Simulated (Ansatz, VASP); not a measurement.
## Two plane-wave programs on Ru

```
Ru
1.0
     2.68952    0.00000    0.00000
    -1.34476    2.32920    0.00000
     0.00000    0.00000    4.25192
Ru
2
Cartesian
  0.0000 1.5528 1.0630
  1.3448 0.7764 3.1889
```

Alike in both runs: functional PBEsol; k mesh 18 × 18 × 10; occupations gaussian, width 0.1 eV; no spin polarisation.

Ansatz relaxed the structure, and its values are those at the end. VASP's run is a single point on that final structure, the one shown.

```csv
,VASP,Ansatz
version,VASP 6.6.1,Ansatz 0.2.0
potentials or method,"VASP PAW PBE potentials, release 64 (Ru_pv), cutoff 520 eV","scalar-relativistic, plane waves, PAW"
valence electrons in the cell,28,32
```

```tsv
	VASP	Ansatz	Ansatz less VASP
gap on the k mesh at the Fermi level (eV)	none	none	-
pressure (GPa)	0.0	0.0	+0.05
```

VASP's potentials were made for PBE, not for PBEsol. A gap of «none» marks a metal or a gap that the smearing closes. VASP's potentials hold 28 valence electrons a cell and Ansatz's 32, so a difference there can come from the potentials and not from the codes.
